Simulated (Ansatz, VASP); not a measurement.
Two plane-wave programs on BAs

The input INCAR:

```
SYSTEM = BAs
PREC = Accurate ; ENCUT = 520
EDIFF = 1E-6 ; ISMEAR = 0
SIGMA = 0.05 ; LREAL = .False.
LASPH = .True. ; NELM = 60
ALGO = Normal ; ISIF = 2
LWAVE = .False. ; LCHARG = .False.
GGA = PE ; NBANDS = 11
```

File KPOINTS:

```
regular mesh
0
Gamma
  12 12 12
  0 0 0
```

POSCAR

```
BAs
1.0
    0.0000000000      2.2030665569      2.8639865240
    2.2030665569      0.0000000000      2.8639865240
    2.2030665569      2.2030665569      0.0000000000
B As
1 1
Direct
    0.0000000000      0.0000000000      0.0000000000
    0.7500000000      0.7500000000      0.7500000000
```

Input for Ansatz:

```yaml
crystal:
  lattice:
    - [0.0, 2.2030665569, 2.863986524]
    - [2.2030665569, 0.0, 2.863986524]
    - [2.2030665569, 2.2030665569, 0.0]
  atoms:
    - { symbol: B, position: [0.0, 0.0, 0.0] }
    - { symbol: As, position: [0.75, 0.75, 0.75] }
basis:
  ecutwfc: 420
kpoints:
  mp_grid: { grid: [12, 12, 12] }
hamiltonian:
  xc: pbe
scf:
  occupations: { method: gaussian, width: 0.05 }
output:
  forces: true
  stress: true
  eigenvalues: true
```

Alike in both runs: task single point; functional PBE; k mesh 12 × 12 × 12; occupations gaussian, width 0.05 eV; no spin polarisation.

```csv
,VASP,Ansatz
version,VASP 6.6.1,Ansatz 0.2.0
potentials or method,"VASP PAW PBE potentials, release 64 (B, As), cutoff 520 eV","scalar-relativistic, plane waves, PAW"
valence electrons in the cell,8,18
```

|  | VASP | Ansatz | Ansatz less VASP |
| --- | --- | --- | --- |
| gap on the k mesh at the Fermi level (eV) | none | none | - |
| pressure (GPa) | 1.4 | 0.9 | -0.51 |
| traceless stress, the component that is largest in VASP (GPa) | -44.62 | -44.79 | -0.165 |

A gap of «none» marks a metal or a gap that the smearing closes. The functional is the same, so the differences come from potentials, cutoffs and numerics. VASP's potentials hold 8 valence electrons a cell and Ansatz's 18, so a difference there can come from the potentials and not from the codes.
